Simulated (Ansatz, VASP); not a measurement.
# SiC in VASP and in Ansatz

Contents of INCAR:

```
  ALGO = Normal
  EDIFF = 1E-6
  ENCUT = 600
  GGA = PS
  GGA_COMPAT = False
  ISIF = 2
  ISMEAR = 0
  LASPH = True
  LCHARG = False
  LREAL = False
  LWAVE = False
  NBANDS = 11
  NELM = 120
  PREC = Accurate
  SIGMA = 0.05
```

Contents of KPOINTS:

```
k-points
0
Gamma
  10 10 10
```

The input POSCAR:

```
SiC
1.0
    0.0000000000      2.1239347058      2.1239347058
    2.1239347058      0.0000000000      2.1239347058
    2.1239347058      2.1239347058      0.0000000000
Si C
1 1
Direct
    0.0011779299     -0.0011779299      0.0011779299
    0.7472456780      0.7527543220      0.7472456780
```

Input for Ansatz:

```yaml
crystal:
  lattice:
    - [0.0, 2.1239347058, 2.1239347058]
    - [2.1239347058, 0.0, 2.1239347058]
    - [2.1239347058, 2.1239347058, 0.0]
  atoms:
    - { symbol: Si, position: [0.0011779299, -0.0011779299, 0.0011779299] }
    - { symbol: C, position: [0.747245678, 0.752754322, 0.747245678] }
basis:
  ecutwfc: 520.0
kpoints:
  mp_grid: { grid: [10, 10, 10] }
hamiltonian:
  xc: pbesol
  pseudopotentials: { kind: paw, azcp: { folder: soft_1 } }
scf:
  occupations: { method: gaussian, width: 0.05 }
output:
  forces: true
  stress: true
  eigenvalues: true
```

Change from the starting cell: mode 6 frozen in at -0.012 Å, equal normal strain along x, y and z -0.0250.

Alike in both runs: task single point; functional PBEsol; k mesh 10 × 10 × 10; occupations gaussian, width 0.05 eV; no spin polarisation.

|  | VASP | Ansatz |
| --- | --- | --- |
| version | VASP 6.6.1 | Ansatz 0.2.0 |
| potentials or method | VASP PAW PBE potentials, release 64 (Si, C), cutoff 600 eV | scalar-relativistic, plane waves, PAW |
| valence electrons in the cell | 8 | 8 |

Ansatz gave:

* gap on the k mesh at the Fermi level (eV): 1.09
* least direct gap on the mesh (eV): 4.49
* pressure (GPa): 19.6
* traceless stress, the component that is largest in VASP (GPa): -1.81
* rms of the force components (eV/Å): 0.219

Problem. Which values does VASP return?

Solution. gap on the k mesh at the Fermi level (eV): 1.08; least direct gap on the mesh (eV): 4.48; pressure (GPa): 19.8; traceless stress, the component that is largest in VASP (GPa): -1.82; rms of the force components (eV/Å): 0.220.

VASP's potentials were made for PBE, not for PBEsol, and Ansatz warns of the same on its side. Atom by atom the forces differ by 0.000 eV/Å (rms over components). The functional is the same, so the differences come from potentials, cutoffs and numerics.
